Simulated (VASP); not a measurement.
# Ga (Pm-3m) in VASP: notebook

Ga is run at these levels: PBE, HSE06; tasks: single point.

Everything below comes from runs of VASP 6.6.1. Logs are shortened: lines on timing, memory, paths and dates and some standing lists are left out, and cuts for length are marked.

## Step 1: The cell of the first run

Symmetry: Pm-3m, No. 221, cubic system. Conventional cell: a = 2.722 Å, b = 2.722 Å, c = 2.722 Å, α = 90.00°, β = 90.00°, γ = 90.00°. Ga (site symmetry m-3m) has 6 Ga at 2.72 Å within 3.6 Å.

## Step 2: Single point, PBE

Contents of INCAR:

```
PREC = Accurate
ENCUT = 520
EDIFF = 1E-6
ISMEAR = -1
SIGMA = 0.1
LREAL = False
LASPH = True
NELM = 100
ALGO = Normal
ISIF = 2
LWAVE = False
LCHARG = False
GGA = PE
NBANDS = 12
```

Contents of KPOINTS:

```
Automatic mesh
0
Gamma
  6 6 6
```

Contents of POSCAR:

```
Ga
1.0
    2.7218595216      0.0000000000      0.0000000000
    0.0000000000      2.7218595216      0.0000000000
    0.0000000000      0.0000000000      2.7218595216
Ga
1
Direct
    0.0000000000      0.0000000000      0.0000000000
```

Potentials or basis: VASP PAW PBE potentials, release 64 (Ga_d).

The run is started by

```console
> cat potpaw_PBE.64/Ga_d/POTCAR > POTCAR
> mpirun -np 1 vasp_std > vasp.out
```

OUTCAR:

```text
PREC = Accurate
   ENCUT = 520
   EDIFF = 1E-6
   ISMEAR = -1
   LREAL = False
   LASPH = True
   NELM = 100
   ISIF = 2
   GGA = PE

 ion  position               nearest neighbor table
   1  0.000  0.000  0.000-

  LATTYP: Found a simple cubic cell.
 ALAT       =     2.7218595216

  Lattice vectors:

 A1 = (   2.7218595216,   0.0000000000,   0.0000000000)
 A2 = (   0.0000000000,   2.7218595216,   0.0000000000)
 A3 = (   0.0000000000,   0.0000000000,   2.7218595216)

Analysis of symmetry for initial positions (statically):
=====================================================================
 Subroutine PRICEL returns:
 Original cell was already a primitive cell.

 Routine SETGRP: Setting up the symmetry group for a
 simple cubic supercell.

 Subroutine GETGRP returns: Found 48 space group operations
 (whereof 48 operations were pure point group operations)
 out of a pool of 48 trial point group operations.

The static configuration has the point symmetry O_h .

Analysis of symmetry for dynamics (positions and initial velocities):
=====================================================================
 Subroutine PRICEL returns:
 Original cell was already a primitive cell.

 Routine SETGRP: Setting up the symmetry group for a
 simple cubic supercell.

 Subroutine GETGRP returns: Found 48 space group operations
 (whereof 48 operations were pure point group operations)
 out of a pool of 48 trial point group operations.

The dynamic configuration has the point symmetry O_h .

 Subroutine INISYM returns: Found 48 space group operations
 (whereof 48 operations are pure point group operations),
 and found     1 'primitive' translations

----------------------------------------------------------------------------------------

                                     Primitive cell

  volume of cell :      20.1649

  direct lattice vectors                    reciprocal lattice vectors
     2.721859522  0.000000000  0.000000000     0.367395889  0.000000000  0.000000000
     0.000000000  2.721859522  0.000000000     0.000000000  0.367395889  0.000000000
     0.000000000  0.000000000  2.721859522     0.000000000  0.000000000  0.367395889

  length of vectors
     2.721859522  2.721859522  2.721859522     0.367395889  0.367395889  0.367395889

  position of ions in fractional coordinates (direct lattice)
     0.000000000  0.000000000  0.000000000

  ion indices of the primitive-cell ions
   primitive index   ion index
                 1           1

----------------------------------------------------------------------------------------

 KPOINTS: Automatic mesh

Automatic generation of k-mesh.
 Grid dimensions read from file:
 generate k-points for:    6    6    6

 Generating k-lattice:

  Cartesian coordinates                     Fractional coordinates (reciprocal lattice)
     0.061232648  0.000000000  0.000000000     0.166666667  0.000000000  0.000000000
     0.000000000  0.061232648  0.000000000     0.000000000  0.166666667  0.000000000
     0.000000000  0.000000000  0.061232648     0.000000000  0.000000000  0.166666667

  Length of vectors
     0.061232648  0.061232648  0.061232648

  Shift w.r.t. Gamma in fractional coordinates (k-lattice)
     0.000000000  0.000000000  0.000000000

 Subroutine IBZKPT returns following result:
 ===========================================

 Found     20 irreducible k-points:

 Following reciprocal coordinates:
            Coordinates               Weight
  0.000000  0.000000  0.000000      1.000000
  0.166667  0.000000  0.000000      6.000000
  0.333333  0.000000  0.000000      6.000000
  0.500000  0.000000  0.000000      3.000000
  0.166667  0.166667  0.000000     12.000000
  0.333333  0.166667  0.000000     24.000000
[... 12 lines left out ...]
  0.500000  0.500000  0.333333      6.000000
  0.500000  0.500000  0.500000      1.000000
   k-points           NKPTS =     20   k-points in BZ     NKDIM =     20   number of bands    NBANDS=     12
   number of dos      NEDOS =    301   number of ions     NIONS =      1
   total plane-waves  NPLWV =   8000
   dimension x,y,z NGX =    20 NGY =   20 NGZ =   20
   dimension x,y,z NGXF=    40 NGYF=   40 NGZF=   40
   ions per type =               1
   NGX,Y,Z   is equivalent  to a cutoff of  12.22, 12.22, 12.22 a.u.
   NGXF,Y,Z  is equivalent  to a cutoff of  24.43, 24.43, 24.43 a.u.
 SYSTEM =  unknown system
   PREC   = accura    normal or accurate (medium, high low for compatibility)
   ISTART =      0    job   : 0-new  1-cont  2-samecut
   ICHARG =      2    charge: 1-file 2-atom 10-const
   ISPIN  =      1    spin polarized calculation?
   LNONCOLLINEAR =      F non collinear calculations
   LSORBIT =      F    spin-orbit coupling
   LASPH  =      T    aspherical Exc in radial PAW
   ENCUT  =  520.0 eV  38.22 Ry    6.18 a.u.   5.06  5.06  5.06*2*pi/ulx,y,z
   NELM   =    100;   NELMIN=  2; NELMDL= -5     # of ELM steps
   EDIFF  = 0.1E-05   stopping-criterion for ELM
   LREAL  =      F    real-space projection
   EDIFFG = 0.1E-04   stopping-criterion for IOM
   NSW    =      0    number of steps for IOM
   IBRION =     -1    ionic relax: 0-MD 1-quasi-New 2-CG
   NFREE  =      0    steps in history (QN), initial steepest desc. (CG)
   ISIF   =      2    stress and relaxation
   ISYM   =      2    0-nonsym 1-usesym 2-fastsym
   POTIM  = 0.5000    time-step for ionic-motion
   TEBEG  =    0.0;   TEEND  =   0.0 temperature during run
   PSTRESS=    0.0 pullay stress
   NELECT =      13.0000    total number of electrons
   NUPDOWN=      -1.0000    fix difference up-down
   EMIN   =  10.00;   EMAX   =-10.00  energy-range for DOS
   EFERMI =   0.00;   METHOD = LEGACY
   ISMEAR =    -1;   SIGMA  =   0.10  broadening in eV -4-tet -1-fermi 0-gaus
   EFERMI_NEDOS =   21; number of points for ismear=-14 and -15
   IALGO  =     38    algorithm
   IMIX   =      4    mixing-type and parameters
     AMIX     =   0.40;   BMIX     =  1.00
     AMIX_MAG =   1.60;   BMIX_MAG =  1.00
  volume/ion in A,a.u.               =      20.16       136.08
  Fermi-wavevector in a.u.,A,eV,Ry     =   1.414241  2.672529 27.212727  2.000079
  Thomas-Fermi vector in A             =   2.535804
   LORBIT       =      0    0 simple, 1 ext, 2 COOP (PROOUT), +10 PAW based schemes
   GGA     = PE    functional components
   LHFCALC =     F    Hartree Fock is set to
   AEXX    =    0.0000 exact exchange contribution
   IVDW    =     0    specifies the selected vdW correction
   LEPSILON=     F    determine dielectric tensor
   LRPA    =     F    only Hartree local field effects (RPA)
 non-spin polarized calculation
  energy-cutoff  :      520.00
  volume of cell :       20.16
 maximum number of plane-waves:       554
   NGX = 11   NGY = 11   NGZ = 11

 number of electron      13.0000027 magnetization

 Free energy of the ion-electron system (eV)
  ---------------------------------------------------
  ext. energy  EPLUGINS =         0.00000000
  ---------------------------------------------------
  free energy    TOTEN  =        -2.76698337 eV

  energy without entropy =       -2.74122482  energy(sigma->0) =       -2.75410410

 E-fermi :   4.7450     XC(G=0): -10.6079

 val. band max:        4.6209624103   @ k =   0.5000   0.5000   0.1667
 cond. band min:       4.8239214473   @ k =   0.5000   0.3333   0.3333
 fundamental gap:      0.2029590370
 Fermi energy:         4.7450126140

 k-point     1 :       0.0000    0.0000    0.0000
  band No.  band energies     occupation
      1     -10.3909      2.00000
      2     -10.3909      2.00000
      3      -9.8845      2.00000
      4      -9.8845      2.00000
      5      -9.8845      2.00000
      6      -5.8110      2.00000
      7      13.6232      0.00000
      8      13.6232      0.00000
      9      13.6232      0.00000
     10      16.5567      0.00000
     11      16.5567      0.00000
     12      18.9826      0.00000

 k-point     2 :       0.1667    0.0000    0.0000
  band No.  band energies     occupation
      1     -10.3811      2.00000
      2     -10.3061      2.00000
      3      -9.9196      2.00000
      4      -9.9196      2.00000
      5      -9.8815      2.00000
      6      -5.2479      2.00000
      7       8.9063      0.00000
      8      14.1966      0.00000
      9      14.1966      0.00000
     10      17.0349      0.00000
     11      18.5179      0.00000
     12      23.0712      0.00000

 k-point     3 :       0.3333    0.0000    0.0000
  band No.  band energies     occupation
      1     -10.3617      2.00000
      2     -10.1472      2.00000
      3      -9.9889      2.00000
      4      -9.9889      2.00000
      5      -9.8756      2.00000
      6      -3.5523      2.00000
      7       3.8540      1.99973
      8      15.7396      0.00000
      9      15.7396      0.00000
     10      18.4640      0.00000
     11      19.8421      0.00000
     12      24.8255      0.00000

 k-point     4 :       0.5000    0.0000    0.0000
  band No.  band energies     occupation
      1     -10.3520      2.00000
      2     -10.0725      2.00000
      3     -10.0231      2.00000
      4     -10.0231      2.00000
      5      -9.8726      2.00000
      6      -1.4825      2.00000
      7       0.6406      2.00000
      8      17.0220      0.00000
      9      17.0220      0.00000
     10      20.2423      0.00000
     11      21.0849      0.00000
     12      21.9689      0.00000

 k-point     5 :       0.1667    0.1667    0.0000
  band No.  band energies     occupation
      1     -10.3368      2.00000
      2     -10.2506      2.00000
      3      -9.9625      2.00000
      4      -9.9181      2.00000
      5      -9.9140      2.00000
      6      -4.6865      2.00000
      7       9.0700      0.00000
      8       9.8888      0.00000
      9      14.7709      0.00000
     10      18.2210      0.00000
     11      22.6417      0.00000
     12      23.1038      0.00000
[... 168 lines left out ...]
      1     -10.1409      2.00000
      2     -10.1212      2.00000
      3     -10.1212      2.00000
      4      -9.9158      2.00000
      5      -9.9158      2.00000
      6       0.8292      2.00000
      7       7.4311      0.00000
      8       7.4311      0.00000
      9       9.6761      0.00000
     10      15.8363      0.00000
     11      16.1870      0.00000
     12      16.1870      0.00000

 k-point    18 :       0.5000    0.3333    0.3333
  band No.  band energies     occupation
      1     -10.1836      2.00000
      2     -10.1675      2.00000
      3     -10.1183      2.00000
      4      -9.9117      2.00000
      5      -9.8079      2.00000
      6       2.8035      2.00000
      7       4.8239      0.62473
      8       8.6775      0.00000
      9      11.1809      0.00000
     10      12.8315      0.00000
     11      13.8955      0.00000
     12      17.7739      0.00000

 k-point    19 :       0.5000    0.5000    0.3333
  band No.  band energies     occupation
      1     -10.2289      2.00000
      2     -10.1648      2.00000
      3     -10.1648      2.00000
      4      -9.8588      2.00000
      5      -9.7444      2.00000
      6       5.0673      0.07662
      7       6.1148      0.00000
      8       6.1148      0.00000
      9      10.9585      0.00000
     10      11.8729      0.00000
     11      15.1330      0.00000
     12      15.1330      0.00000

 k-point    20 :       0.5000    0.5000    0.5000
  band No.  band energies     occupation
      1     -10.2166      2.00000
      2     -10.2166      2.00000
      3     -10.2166      2.00000
      4      -9.7424      2.00000
      5      -9.7424      2.00000
      6       7.3246      0.00000
      7       7.3246      0.00000
      8       7.3246      0.00000
      9       8.4017      0.00000
     10      12.8881      0.00000
     11      12.8881      0.00000
     12      12.8881      0.00000

------------------------ aborting loop because EDIFF is reached ----------------------------------------

  FORCE on cell =-STRESS in cart. coord.  units (eV):
  Direction    XX          YY          ZZ          XY          YZ          ZX
  --------------------------------------------------------------------------------------
  -------------------------------------------------------------------------------------
  Total        0.0599632      0.0599632      0.0599632      0.0000000      0.0000000     -0.0000000
  in kB        4.7642919      4.7642919      4.7642919      0.0000000      0.0000000     -0.0000000
  external PRESSURE =       4.7642919 kB  Pullay stress =       0.0000000 kB

 VOLUME and BASIS-vectors are now :
 -----------------------------------------------------------------------------
  energy-cutoff  :      520.00
  volume of cell :       20.16
      direct lattice vectors                 reciprocal lattice vectors
     2.721859522  0.000000000  0.000000000     0.367395889  0.000000000  0.000000000
     0.000000000  2.721859522  0.000000000     0.000000000  0.367395889  0.000000000
     0.000000000  0.000000000  2.721859522     0.000000000  0.000000000  0.367395889

 POSITION                                       TOTAL-FORCE (eV/Angst)
 -----------------------------------------------------------------------------------
      0.00000      0.00000      0.00000         0.000000      0.000000      0.000000
 -----------------------------------------------------------------------------------
    total drift:                               -0.000000      0.000000      0.000000

  FREE ENERGIE OF THE ION-ELECTRON SYSTEM (eV)
  ---------------------------------------------------
  free  energy   TOTEN  =        -2.7669833720 eV

  energy  without entropy=       -2.7412248185  energy(sigma->0) =       -2.75410410
```

It took 2 s on 1 thread of Intel Xeon 6975P-C (Granite Rapids), shared host; peak memory 0.12 GiB.

What came out:

| Item | Value |
| --- | --- |
| Free energy | -2.7670 eV |
| Pressure | 0.5 GPa |

Caveat: the k points lie up to 0.38 Å⁻¹ apart.

## Step 3: Single point, HSE06

POSCAR is that of step 2.

Contents of INCAR.step1:

```
SYSTEM = Ga
PREC     = Accurate       ! precision mode
ENCUT    = 520            ! plane-wave cutoff, eV
EDIFF    = 1E-5           ! SCF threshold, eV
ISMEAR   = -1             ! smearing method
SIGMA    = 0.1            ! smearing width, eV
LREAL    = .False.        ! projectors in reciprocal space
LASPH    = .True.         ! aspherical terms in the spheres
NELM     = 100            ! most SCF steps
ALGO     = Normal         ! electronic algorithm
ISIF     = 2              ! what is computed and relaxed
LWAVE    = .True.         ! write WAVECAR
LCHARG   = .False.        ! write CHGCAR
NBANDS   = 12             ! bands
GGA      = PE             ! functional
```

Contents of INCAR.step2:

```
SYSTEM = Ga
PREC     = Accurate       ! precision mode
ENCUT    = 520            ! plane-wave cutoff, eV
EDIFF    = 1E-7           ! SCF threshold, eV
ISMEAR   = -1             ! smearing method
SIGMA    = 0.1            ! smearing width, eV
LREAL    = .False.        ! projectors in reciprocal space
LASPH    = .True.         ! aspherical terms in the spheres
NELM     = 100            ! most SCF steps
ALGO     = Normal         ! electronic algorithm
ISIF     = 2              ! what is computed and relaxed
LWAVE    = .False.        ! write WAVECAR
LCHARG   = .False.        ! write CHGCAR
GGA      = PE             ! functional
LHFCALC  = .True.         ! exact exchange
HFSCREEN = 0.2079         ! screening, 1/A
PRECFOCK = Normal       
NBANDS   = 12             ! bands
ISTART   = 1
```

Contents of KPOINTS:

```
Automatic mesh
0
Gamma
  6 6 6
  0 0 0
```

Potentials or basis: VASP PAW PBE potentials, release 64 (Ga_d).

The run is started by

```console
> cat potpaw_PBE.64/Ga_d/POTCAR > POTCAR
> cp INCAR.step1 INCAR
> mpirun -np 1 vasp_std > vasp.out
> cp INCAR.step2 INCAR
> mpirun -np 1 vasp_std > vasp.out
```

Run time: 4.7 min. Hardware: 1 thread of Intel Xeon 6975P-C (Granite Rapids), shared host; peak memory 0.23 GiB.

It converged, with:

```yaml
Free_energy: -3.1241 eV
Pressure: -0.3 GPa
```

Levels at points of the mesh, in eV from the Fermi level:
```tsv
k point	band 3	band 4	band 5	band 6	band 7	band 8	band 9	band 10
(0.00, 0.00, 0.00)	-17.53	-17.53	-17.53	-11.94	9.75	9.75	9.75	12.50
(0.50, 0.00, 0.00)	-17.67	-17.67	-17.52	-7.02	-4.73	13.42	13.42	16.39
(0.50, 0.50, 0.00)	-17.65	-17.65	-17.39	-1.75	-0.80	-0.80	4.41	17.16
(0.50, 0.50, 0.50)	-17.86	-17.38	-17.38	2.98	2.98	2.98	4.47	8.62
```

Caveat: the k points lie up to 0.38 Å⁻¹ apart; the PAW data sets were made with another functional, which shifts forces and pressure a little.
